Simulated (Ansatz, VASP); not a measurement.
**Ta: VASP beside Ansatz**

```xyz
2
Lattice="2.9004 0.0000 0.0000 -1.4502 2.5118 0.0000 0.0000 0.0000 5.2179" Properties=species:S:1:pos:R:3 pbc="T T T"
Ta    1.4502    0.8373    3.9135
Ta    0.0000    1.6745    1.3045
```

Change from the starting cell: strain +0.0100 x Voigt [0, 0, 1, 0, 0, 0], atoms carried along.

Alike in both runs: task single point; functional LDA; k mesh 18 × 18 × 10; occupations gaussian, width 0.15 eV; no spin polarisation.

|  | VASP | Ansatz |
| --- | --- | --- |
| version | VASP 6.6.1 | Ansatz 0.2.0 |
| potentials or method | VASP PAW LDA potentials, release 64 (Ta_pv), cutoff 520 eV | scalar-relativistic, plane waves, PAW |
| valence electrons in the cell | 22 | 26 |

Ansatz gave:

* gap on the k mesh at the Fermi level (eV): none
* pressure (GPa): -13.2

Question: Which values does VASP return?

Answer: gap on the k mesh at the Fermi level (eV): none; pressure (GPa): -12.6.

LDA's correlation is that of Perdew and Zunger in VASP and of Perdew and Wang (1992) in Ansatz. A gap of «none» marks a metal or a gap that the smearing closes. VASP's potentials hold 22 valence electrons a cell and Ansatz's 26, so a difference there can come from the potentials and not from the codes.

Spin-orbit coupling is off throughout.
